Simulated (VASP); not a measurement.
Y2Ge3, 5 atoms in the cell. It takes space group P-6m2 (No. 187, hexagonal). Conventional cell: a = 4.093 Å, b = 4.093 Å, c = 6.653 Å, α = 90.00°, β = 90.00°, γ = 120.00°. Within 3.7 Å of Y (site symmetry 3m) lie 9 Ge at 2.82 to 2.96 Å and 2 Y at 3.08 to 3.57 Å. Ge (site symmetry -6m2) has 3 Ge at 2.36 Å and 6 Y at 2.96 Å within 3.1 Å. Within 3.7 Å of Ge (site symmetry -6m2) lie 6 Y at 2.82 Å and 2 Ge at 3.33 Å. Within 3.1 Å of Ge (site symmetry -6m2) lie 3 Ge at 2.36 Å and 6 Y at 2.96 Å. 

| Item | Value |
| --- | --- |
| Program | VASP 6.6.1 |
| Task | single point |
| Functional | r2SCAN |
| Potentials or basis | VASP PAW PBE potentials, release 64 (Y_sv, Ge_d) |
| Cutoff | 520 eV |
| k mesh | 7 × 7 × 4 |
| Occupations | fermi-dirac, width 0.05 eV |
| Spin | no spin polarisation |
| Dipole correction | no |
| Further INCAR settings | ALGO = Normal; EDIFF = 1e-06; NBANDS = 40 |

Potentials or basis: VASP PAW PBE potentials, release 64 (Y_sv, Ge_d).

Run with:

```sh
$ cat potpaw_PBE.64/Y_sv/POTCAR potpaw_PBE.64/Ge_d/POTCAR > POTCAR
$ cp INCAR.step1 INCAR
$ mpirun -np 1 vasp_std > vasp.out
$ cp INCAR.step2 INCAR
$ mpirun -np 1 vasp_std > vasp.out
```

Hardware: 1 thread of Oxide Virtual Turin-like Processor, with other jobs on the host.

**Question.** How long does it take, and how much memory?

**Answer.** Run time: 7.8 min on 1 thread of Oxide Virtual Turin-like Processor, with other jobs on the host, peak memory 0.23 GiB. Counts: k points 24.
